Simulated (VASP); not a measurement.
# MnSi (P2_13) in VASP: single point with PBE

Aim: the single point of MnSi with PBE.

All numbers are computed with VASP 6.6.1; they aren't measurements. Logs are shortened: lines on timing, memory, paths and dates and some standing lists are left out, and cuts for length are marked.

## Step 1: The cell of the first run

The structure is cubic, space group P2_13 (No. 198). Conventional cell: a = 4.548 Å, b = 4.548 Å, c = 4.548 Å, α = 90.00°, β = 90.00°, γ = 90.00°. Within 3.0 Å of Mn (site symmetry 3) lie 7 Si at 2.30 to 2.53 Å and 6 Mn at 2.79 Å. Si (site symmetry 3) has 7 Mn at 2.30 to 2.53 Å and 6 Si at 2.81 Å within 3.0 Å.

## Step 2: Single point, PBE, collinear spin, ferromagnetic start

Contents of INCAR:

```
ALGO = Normal
EDIFF = 1E-6
ENCUT = 520
GGA = PE
ISIF = 2
ISMEAR = -1
ISPIN = 2
LASPH = T
LCHARG = F
LMAXMIX = 4
LORBIT = 11
LREAL = F
LWAVE = F
MAGMOM = 2.362 2.362 2.362 2.364 0 0 0 0
NBANDS = 48
NELM = 150
NUPDOWN = 9.45
PREC = Accurate
SIGMA = 0.1
```

Contents of KPOINTS:

```
k-points
0
Gamma
  5 5 5
```

Contents of POSCAR:

```
MnSi
1.0
    4.5480000000      0.0000000000      0.0000000000
    0.0000000000      4.5480000000      0.0000000000
    0.0000000000      0.0000000000      4.5480000000
Mn Si
4 4
Direct
    0.1380000000      0.1380000000      0.1380000000
    0.3620000000      0.8620000000      0.6380000000
    0.6380000000      0.3620000000      0.8620000000
    0.8620000000      0.6380000000      0.3620000000
    0.8460000000      0.8460000000      0.8460000000
    0.6540000000      0.1540000000      0.3460000000
    0.3460000000      0.6540000000      0.1540000000
    0.1540000000      0.3460000000      0.6540000000
```

Potentials or basis: VASP PAW PBE potentials, release 64 (Mn_pv, Si).

The run is started by

```sh
> cat potpaw_PBE.64/Mn_pv/POTCAR potpaw_PBE.64/Si/POTCAR > POTCAR
> mpirun -np 1 vasp_std > vasp.out
```

OUTCAR:

```text
EDIFF = 1E-6
   ENCUT = 520
   GGA = PE
   ISIF = 2
   ISMEAR = -1
   ISPIN = 2
   LASPH = T
   LORBIT = 11
   LREAL = F
   NELM = 150
   NUPDOWN = 9.45
   PREC = Accurate

 ion  position               nearest neighbor table
   1  0.138  0.138  0.138-   5 2.30   6 2.40   7 2.40   8 2.40   7 2.53   8 2.53   6 2.53   3 2.79
                             4 2.79   2 2.79   2 2.79   4 2.79   3 2.79
   2  0.362  0.862  0.638-   6 2.30   5 2.40   7 2.40   8 2.40   7 2.53   8 2.53   5 2.53   1 2.79
                             1 2.79   3 2.79   3 2.79   4 2.79   4 2.79
   3  0.638  0.362  0.862-   7 2.30   6 2.40   5 2.40   8 2.40   8 2.53   6 2.53   5 2.53   1 2.79
                             4 2.79   2 2.79   2 2.79   4 2.79   1 2.79
   4  0.862  0.638  0.362-   8 2.30   6 2.40   7 2.40   5 2.40   6 2.53   5 2.53   7 2.53   1 2.79
                             3 2.79   2 2.79   1 2.79   2 2.79   3 2.79
   5  0.846  0.846  0.846-   1 2.30   2 2.40   3 2.40   4 2.40   3 2.53   4 2.53   2 2.53   6 2.81
                             7 2.81   8 2.81   6 2.81   8 2.81   7 2.81
   6  0.654  0.154  0.346-   2 2.30   1 2.40   3 2.40   4 2.40   3 2.53   4 2.53   1 2.53   8 2.81
                             5 2.81   5 2.81   7 2.81   7 2.81   8 2.81
   7  0.346  0.654  0.154-   3 2.30   2 2.40   1 2.40   4 2.40   4 2.53   2 2.53   1 2.53   8 2.81
                             5 2.81   8 2.81   6 2.81   6 2.81   5 2.81
   8  0.154  0.346  0.654-   4 2.30   2 2.40   3 2.40   1 2.40   2 2.53   1 2.53   3 2.53   7 2.81
                             5 2.81   7 2.81   5 2.81   6 2.81   6 2.81

  LATTYP: Found a simple cubic cell.
 ALAT       =     4.5480000000

  Lattice vectors:

 A1 = (   4.5480000000,   0.0000000000,   0.0000000000)
 A2 = (   0.0000000000,   4.5480000000,   0.0000000000)
 A3 = (   0.0000000000,   0.0000000000,   4.5480000000)

Analysis of symmetry for initial positions (statically):
=====================================================================
 Subroutine PRICEL returns:
 Original cell was already a primitive cell.

 Routine SETGRP: Setting up the symmetry group for a
 simple cubic supercell.

 Subroutine GETGRP returns: Found 12 space group operations
 (whereof  3 operations were pure point group operations)
 out of a pool of 48 trial point group operations.

The static configuration has the point symmetry C_3 .
 The point group associated with its full space group is T   .

Analysis of symmetry for dynamics (positions and initial velocities):
=====================================================================
 Subroutine PRICEL returns:
 Original cell was already a primitive cell.

 Routine SETGRP: Setting up the symmetry group for a
 simple cubic supercell.

 Subroutine GETGRP returns: Found 12 space group operations
 (whereof  3 operations were pure point group operations)
 out of a pool of 48 trial point group operations.

The dynamic configuration has the point symmetry C_3 .
 The point group associated with its full space group is T   .

Analysis of structural, dynamic, and magnetic symmetry:
=====================================================================
 Subroutine PRICEL returns:
 Original cell was already a primitive cell.

 Routine SETGRP: Setting up the symmetry group for a
 simple cubic supercell.

 Subroutine GETGRP returns: Found  3 space group operations
 (whereof  1 operations were pure point group operations)
 out of a pool of 48 trial point group operations.

The overall configuration has the point symmetry C_1 .
 The point group associated with its full space group is C_3 .

 Subroutine INISYM returns: Found  3 space group operations
 (whereof  1 operations are pure point group operations),
 and found     1 'primitive' translations

----------------------------------------------------------------------------------------

                                     Primitive cell

  volume of cell :      94.0722

  direct lattice vectors                    reciprocal lattice vectors
     4.548000000  0.000000000  0.000000000     0.219876869  0.000000000  0.000000000
     0.000000000  4.548000000  0.000000000     0.000000000  0.219876869  0.000000000
     0.000000000  0.000000000  4.548000000     0.000000000  0.000000000  0.219876869

  length of vectors
     4.548000000  4.548000000  4.548000000     0.219876869  0.219876869  0.219876869

  position of ions in fractional coordinates (direct lattice)
     0.138000000  0.138000000  0.138000000
     0.362000000  0.862000000  0.638000000
     0.638000000  0.362000000  0.862000000
     0.862000000  0.638000000  0.362000000
     0.846000000  0.846000000  0.846000000
     0.654000000  0.154000000  0.346000000
     0.346000000  0.654000000  0.154000000
     0.154000000  0.346000000  0.654000000

  ion indices of the primitive-cell ions
   primitive index   ion index
                 1           1
                 2           2
                 3           3
                 4           4
                 5           5
                 6           6
                 7           7
                 8           8

----------------------------------------------------------------------------------------

 KPOINTS: k-points

Automatic generation of k-mesh.
 Grid dimensions read from file:
 generate k-points for:    5    5    5

 Generating k-lattice:

  Cartesian coordinates                     Fractional coordinates (reciprocal lattice)
     0.043975374  0.000000000  0.000000000     0.200000000  0.000000000  0.000000000
     0.000000000  0.043975374  0.000000000     0.000000000  0.200000000  0.000000000
     0.000000000  0.000000000  0.043975374     0.000000000  0.000000000  0.200000000

  Length of vectors
     0.043975374  0.043975374  0.043975374

  Shift w.r.t. Gamma in fractional coordinates (k-lattice)
     0.000000000  0.000000000  0.000000000

 Subroutine IBZKPT returns following result:
 ===========================================

 Found     23 irreducible k-points:

 Following reciprocal coordinates:
            Coordinates               Weight
  0.000000  0.000000  0.000000      1.000000
  0.200000  0.000000  0.000000      6.000000
  0.400000  0.000000  0.000000      6.000000
  0.200000  0.200000  0.000000      6.000000
  0.200000  0.000000  0.200000      6.000000
  0.400000  0.200000  0.000000      6.000000
[... 15 lines left out ...]
  0.400000  0.400000  0.400000      6.000000
  0.400000 -0.400000  0.400000      2.000000
   k-points           NKPTS =     23   k-points in BZ     NKDIM =     23   number of bands    NBANDS=     48
   number of dos      NEDOS =    301   number of ions     NIONS =      8
   total plane-waves  NPLWV =  46656
   dimension x,y,z NGX =    36 NGY =   36 NGZ =   36
   dimension x,y,z NGXF=    72 NGYF=   72 NGZF=   72
   ions per type =               4   4
   NGX,Y,Z   is equivalent  to a cutoff of  13.16, 13.16, 13.16 a.u.
   NGXF,Y,Z  is equivalent  to a cutoff of  26.32, 26.32, 26.32 a.u.
 SYSTEM =  unknown system
   PREC   = accura    normal or accurate (medium, high low for compatibility)
   ISTART =      0    job   : 0-new  1-cont  2-samecut
   ICHARG =      2    charge: 1-file 2-atom 10-const
   ISPIN  =      2    spin polarized calculation?
   LNONCOLLINEAR =      F non collinear calculations
   LSORBIT =      F    spin-orbit coupling
   LASPH  =      T    aspherical Exc in radial PAW
   ENCUT  =  520.0 eV  38.22 Ry    6.18 a.u.   8.46  8.46  8.46*2*pi/ulx,y,z
   NELM   =    150;   NELMIN=  2; NELMDL= -5     # of ELM steps
   EDIFF  = 0.1E-05   stopping-criterion for ELM
   LREAL  =      F    real-space projection
   EDIFFG = 0.1E-04   stopping-criterion for IOM
   NSW    =      0    number of steps for IOM
   IBRION =     -1    ionic relax: 0-MD 1-quasi-New 2-CG
   NFREE  =      0    steps in history (QN), initial steepest desc. (CG)
   ISIF   =      2    stress and relaxation
   ISYM   =      2    0-nonsym 1-usesym 2-fastsym
   POTIM  = 0.5000    time-step for ionic-motion
   TEBEG  =    0.0;   TEEND  =   0.0 temperature during run
   PSTRESS=    0.0 pullay stress
   NELECT =      68.0000    total number of electrons
   NUPDOWN=       9.4500    fix difference up-down
   EMIN   =  10.00;   EMAX   =-10.00  energy-range for DOS
   EFERMI =   0.00;   METHOD = LEGACY
   ISMEAR =    -1;   SIGMA  =   0.10  broadening in eV -4-tet -1-fermi 0-gaus
   EFERMI_NEDOS =   21; number of points for ismear=-14 and -15
   IALGO  =     38    algorithm
   IMIX   =      4    mixing-type and parameters
     AMIX     =   0.40;   BMIX     =  1.00
     AMIX_MAG =   1.60;   BMIX_MAG =  1.00
  volume/ion in A,a.u.               =      11.76        79.35
  Fermi-wavevector in a.u.,A,eV,Ry     =   1.469233  2.776448 29.370157  2.158646
  Thomas-Fermi vector in A             =   2.584635
   LORBIT       =     11    0 simple, 1 ext, 2 COOP (PROOUT), +10 PAW based schemes
   GGA     = PE    functional components
   LHFCALC =     F    Hartree Fock is set to
   AEXX    =    0.0000 exact exchange contribution
   IVDW    =     0    specifies the selected vdW correction
   LEPSILON=     F    determine dielectric tensor
   LRPA    =     F    only Hartree local field effects (RPA)
 spin polarized calculation
  energy-cutoff  :      520.00
  volume of cell :       94.07
 maximum number of plane-waves:      2550
 NGX is ok and might be reduce to    36
   NGX = 17   NGY = 17   NGZ = 17

 number of electron      68.0000085 magnetization       9.4500022

 Free energy of the ion-electron system (eV)
  ---------------------------------------------------
  ext. energy  EPLUGINS =         0.00000000
  ---------------------------------------------------
  free energy    TOTEN  =       -60.28566135 eV

  energy without entropy =      -60.15114051  energy(sigma->0) =      -60.21840093

 E-fermi :  10.6055     XC(G=0): -12.7020

 val. band max:       11.8818268325   @ k =   0.4000   0.4000   0.2000
 cond. band min:      10.6925362635   @ k =   0.2000   0.2000   0.4000
 fundamental gap:     -1.1892905690
 Fermi energy:        11.8964097223

 spin component 1

 k-point     1 :       0.0000    0.0000    0.0000
  band No.  band energies     occupation
      1     -37.9747      1.00000
      2     -37.9747      1.00000
      3     -37.9746      1.00000
      4     -37.9287      1.00000
      5     -37.9286      1.00000
      6     -37.9286      1.00000
[... 38 lines left out ...]
     45      14.7745      0.00000
     46      14.7745      0.00000
[... 1036 lines left out ...]
      5     -37.9210      1.00000
      6     -37.9139      1.00000
[... 38 lines left out ...]
     45      16.2744      0.00000
     46      16.7024      0.00000
 Fermi energy:        10.6054686316

 spin component 2

 k-point     1 :       0.0000    0.0000    0.0000
  band No.  band energies     occupation
      1     -35.4570      1.00000
      2     -35.4570      1.00000
      3     -35.4569      1.00000
      4     -35.3727      1.00000
      5     -35.3726      1.00000
      6     -35.3726      1.00000
[... 38 lines left out ...]
     45      16.0674      0.00000
     46      16.0675      0.00000
[... 1036 lines left out ...]
      5     -35.3706      1.00000
      6     -35.3638      1.00000
[... 38 lines left out ...]
     45      17.0469      0.00000
     46      17.2130      0.00000
 [bands above 46 left out]

------------------------ aborting loop because EDIFF is reached ----------------------------------------

  FORCE on cell =-STRESS in cart. coord.  units (eV):
  Direction    XX          YY          ZZ          XY          YZ          ZX
  --------------------------------------------------------------------------------------
  -------------------------------------------------------------------------------------
  Total        6.0623652      6.0623652      6.0623652     -0.0001069     -0.0001069      0.0001069
  in kB      103.2502972    103.2502972    103.2502972     -0.0018215     -0.0018215      0.0018215
  external PRESSURE =     103.2502972 kB  Pullay stress =       0.0000000 kB

 VOLUME and BASIS-vectors are now :
 -----------------------------------------------------------------------------
  energy-cutoff  :      520.00
  volume of cell :       94.07
      direct lattice vectors                 reciprocal lattice vectors
     4.548000000  0.000000000  0.000000000     0.219876869  0.000000000  0.000000000
     0.000000000  4.548000000  0.000000000     0.000000000  0.219876869  0.000000000
     0.000000000  0.000000000  4.548000000     0.000000000  0.000000000  0.219876869

 POSITION                                       TOTAL-FORCE (eV/Angst)
 -----------------------------------------------------------------------------------
      0.62762      0.62762      0.62762         0.276072      0.276073      0.276050
      1.64638      3.92038      2.90162        -0.276073     -0.276050      0.276072
      2.90162      1.64638      3.92038         0.276050     -0.276072     -0.276073
      3.92038      2.90162      1.64638        -0.276089      0.276089     -0.276089
      3.84761      3.84761      3.84761        -0.054303     -0.054268     -0.054291
      2.97439      0.70039      1.57361         0.054268      0.054291     -0.054303
      1.57361      2.97439      0.70039        -0.054291      0.054303      0.054268
      0.70039      1.57361      2.97439         0.054366     -0.054366      0.054366
 -----------------------------------------------------------------------------------
    total drift:                                0.000005     -0.000004      0.000005

  FREE ENERGIE OF THE ION-ELECTRON SYSTEM (eV)
  ---------------------------------------------------
  free  energy   TOTEN  =       -60.2856613486 eV

  energy  without entropy=      -60.1511405095  energy(sigma->0) =      -60.21840093

 total charge

# of ion       s       p       d       tot
------------------------------------------
    1        0.331   6.385   5.241  11.957
    2        0.331   6.385   5.241  11.957
    3        0.331   6.385   5.241  11.957
    4        0.331   6.385   5.241  11.957
    5        0.749   0.909   0.000   1.658
    6        0.749   0.909   0.000   1.658
    7        0.749   0.909   0.000   1.658
    8        0.749   0.909   0.000   1.658
--------------------------------------------------
tot          4.321  29.174  20.965  54.460

 magnetization (x)

# of ion       s       p       d       tot
------------------------------------------
    1        0.005   0.019   2.380   2.403
    2        0.005   0.019   2.380   2.403
    3        0.005   0.019   2.380   2.403
    4        0.005   0.019   2.380   2.403
    5       -0.022  -0.048   0.000  -0.070
    6       -0.022  -0.048   0.000  -0.070
    7       -0.022  -0.048   0.000  -0.070
    8       -0.022  -0.048   0.000  -0.070
--------------------------------------------------
tot         -0.067  -0.116   9.518   9.335
```

Wall time 6.2 min (1 thread of Oxide Virtual Turin-like, shared host); peak memory 0.29 GiB.

What came out:

```yaml
Free_energy: -60.2857 eV
Pressure: 10.3 GPa
Largest_force: 0.478 eV/Å
Net_moment: 9.45 μB per cell
Site_moments: Mn +2.40; Si -0.07 μB
Valence_electrons_inside_the_program's_atomic_spheres: Mn 11.96; Si 1.66
```

Forces in eV/Å, atoms in the order of the input:
```
Mn   0.276  0.276  0.276
Mn  -0.276 -0.276  0.276
Mn   0.276 -0.276 -0.276
Mn  -0.276  0.276 -0.276
Si  -0.054 -0.054 -0.054
Si   0.054  0.054 -0.054
Si  -0.054  0.054  0.054
Si   0.054 -0.054  0.054
```

Caveat: the cell stands under pressure; the total moment is fixed, so each spin has its own Fermi level and the state may be an excited one.
